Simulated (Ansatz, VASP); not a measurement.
# AlAs: VASP beside Ansatz

```
Al As
1.0
     4.00279    0.00000    0.00000
     2.00140    3.46652    0.00000
     2.00140    1.15551    3.26826
Al As
1 1
Cartesian
  0.0000 0.0000 0.0000
  2.0014 1.1555 0.8171
```

Alike in both runs: task single point; functional PBE; k mesh 7 × 7 × 7; no spin polarisation.

```csv
,VASP,Ansatz
version,VASP 6.6.1,Ansatz 0.2.0
potentials or method,"VASP PAW PBE potentials, release 64 (Al, As)","plane waves, PAW"
plane-wave cutoff (eV),500,420
occupations,"gaussian, width 0.01 eV",fixed
valence electrons in the cell,8,18
```

|  | VASP | Ansatz | Ansatz less VASP |
| --- | --- | --- | --- |
| gap on the k mesh at the Fermi level (eV) | 1.54 | 1.55 | +0.011 |

VASP's potentials hold 8 valence electrons a cell and Ansatz's 18, so a difference there can come from the potentials and not from the codes.
